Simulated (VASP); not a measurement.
Here is a VASP 6.6.1 calculation.

File INCAR:

```
  PREC = Accurate
  ENCUT = 520
  EDIFF = 1E-6
  ISMEAR = -1
  SIGMA = 0.1
  LREAL = False
  LASPH = True
  NELM = 80
  ALGO = Normal
  ISIF = 2
  LWAVE = False
  LCHARG = True
  GGA = PS
  LELF = True
  LVHAR = True
  NBANDS = 13
```

The input KPOINTS:

```
regular mesh
0
Gamma
  6 6 6
```

POSCAR

```
Pb
1.0
    0.0000000000      3.4819960000      3.4819960000
    3.4819960000      0.0000000000      3.4819960000
    3.4819960000      3.4819960000      0.0000000000
Pb
1
Direct
    0.5000000000      0.5000000000      0.5000000000
```

Potentials or basis: VASP PAW PBE potentials, release 64 (Pb_d).

The run is started by

```bash
$ cat potpaw_PBE.64/Pb_d/POTCAR > POTCAR
$ mpirun -np 1 vasp_std > vasp.out
```

Estimate the band gap on the k mesh.

zero (band 7 reaches 2.01 eV, above the bottom of band 8 at -0.22 eV).

What does it give for the pressure?

-4.4 GPa.

Caveat: the PAW data sets were made with another functional, which shifts forces and pressure a little; spin-orbit coupling is left out, which moves the levels of the heavy elements.
